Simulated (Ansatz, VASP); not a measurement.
**Two plane-wave programs on As**

```xyz
2
Lattice="1.9058 1.1003 3.5907 -1.9058 1.1003 3.5907 0.0000 -2.2006 3.5907" Properties=species:S:1:pos:R:3 pbc="T T T"
As    0.0000    0.0000    8.3324
As    0.0000    0.0000    2.4397
```

Alike in both runs: functional PBE; k mesh 11 × 11 × 11; occupations fermi-dirac, width 0.05 eV; no spin polarisation.

Ansatz relaxed the structure, and its values are those at the end. VASP's run is a single point on that final structure, the one shown.

|  | VASP | Ansatz |
| --- | --- | --- |
| version | VASP 6.6.1 | Ansatz 0.2.0 |
| potentials or method | VASP PAW PBE potentials, release 64 (As) | PAW with Ansatz's default frozen-core files, scalar-relativistic |
| plane-wave cutoff (eV) | 520 | 420 |
| valence electrons in the cell | 10 | 30 |

Ansatz gave:

- pressure (GPa): 0.0
- rms of the force components (eV/Å): 0.000

Problem. What did VASP give for the same quantities?

Solution. Pressure (GPa): 0.3; rms of the force components (eV/Å): 0.028.

The functional is the same, so the differences come from potentials, cutoffs and numerics. VASP's potentials hold 10 valence electrons a cell and Ansatz's 30, so a difference there can come from the potentials and not from the codes.
